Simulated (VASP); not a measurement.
Runs of VASP 6.6.1 on Ge. The structure is that of space group P6_3/mmc (No. 194), or close to it. The cells are those of the table. This isn't the form of Ge at room conditions, which is diamond.

| cell | gap on the mesh (eV) | pressure (GPa) | largest force (eV/Å) |
| --- | --- | --- | --- |
| a = 3.997, b = 3.997, c = 6.492 Å, angles 90.0, 90.0, 120.0°, 4 atoms | none | 4.1 | 0.15 |
| a = 3.936, b = 3.936, c = 6.492 Å, angles 90.0, 90.0, 120.0°, 4 atoms | none | (a) | 0.03 |
| a = 3.997, b = 3.997, c = 6.893 Å, angles 90.0, 90.0, 120.0°, 4 atoms | none | (b) | 0.31 |
| a = 3.936, b = 3.936, c = 6.793 Å, angles 90.0, 90.0, 120.0°, 4 atoms | none | 3.3 | 0.40 |
| a = 3.936, b = 3.936, c = 6.693 Å, angles 90.0, 90.0, 120.0°, 4 atoms | none | 4.3 | 0.31 |

Alike in all rows: task single point; level PBE; potentials or basis VASP PAW PBE potentials, release 64 (Ge_d); no spin polarisation; k mesh 12 × 12 × 8; cutoff (eV) 520; smearing gaussian 0.15 eV.

Q: Estimate the missing entries.

A: (a) 6.7; (b) 0.2.

Caveats: semilocal functionals underestimate gaps, and a narrow one can read as zero; the cell stands under pressure (at least some runs); the stress differs along the axes, from -4 to 2 GPa (at least some runs); the stress differs along the axes, from -2 to 6 GPa (at least some runs); the stress differs along the axes, from 1 to 6 GPa (at least some runs).

A k mesh can miss the band edges, and the runs leave out spin-orbit coupling on Ge.

A gap of «none» marks levels without a gap at the run's occupations.
